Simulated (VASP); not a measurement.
Runs of VASP 6.6.1 on Al. The structure is that of space group Fm-3m (No. 225), or close to it. The cells are those of the table. 

| cell | gap on the mesh (eV) | pressure (GPa) |
| --- | --- | --- |
| a = 2.844, b = 2.844, c = 3.873 Å, 2 atoms | none | (a) |
| a = 2.834, b = 2.834, c = 3.933 Å, 2 atoms | none | 0.4 |
| a = 2.784, b = 2.784, c = 4.172 Å, 2 atoms | none | -1.5 |
| a = 2.791, b = 2.791, c = 4.172 Å, 2 atoms | none | -1.9 |
| a = 2.812, b = 2.812, c = 4.053 Å, 2 atoms | none | -0.9 |
| a = 2.813, b = 2.813, c = 4.053 Å, 2 atoms | none | -0.9 |
| a = 2.802, b = 2.802, c = 4.112 Å, 2 atoms | none | -1.5 |

Alike in all rows: task single point; level r2SCAN; potentials or basis VASP PAW PBE potentials, release 64 (Al); no spin polarisation; k mesh 18 × 18 × 14; cutoff (eV) 520; smearing gaussian 0.1 eV.

Problem. Estimate the missing entries.

Solution. (a) 1.3.

Caveats: the PAW data sets were made with another functional, which shifts forces and pressure a little.

A gap of «none» marks levels without a gap at the run's occupations.
